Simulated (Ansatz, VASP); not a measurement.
## Two plane-wave programs on RbCl

```
CELL_PARAMETERS angstrom
0.00000 3.29186 3.29186
3.29186 0.00000 3.29186
3.29186 3.29186 0.00000
ATOMIC_POSITIONS crystal
Rb 0.50000 0.50000 0.50000
Cl 0.00000 0.00000 0.00000
```

Alike in both runs: task single point; functional PBE; k mesh 6 × 6 × 6; occupations gaussian, width 0.05 eV; no spin polarisation.

```csv
,VASP,Ansatz
version,VASP 6.6.1,Ansatz 0.2.0
potentials or method,"VASP PAW PBE potentials, release 64 (Rb_sv, Cl), cutoff 500 eV","scalar-relativistic, plane waves, PAW"
valence electrons in the cell,16,16
```

```csv
,VASP,Ansatz,Ansatz less VASP
gap on the k mesh at the Fermi level (eV),4.99,5.00,+0.003
least direct gap on the mesh (eV),4.99,5.00,+0.003
pressure (GPa),0.8,0.8,0.00
```

With one functional, cell and mesh, what is left measures potentials, basis and numerics.
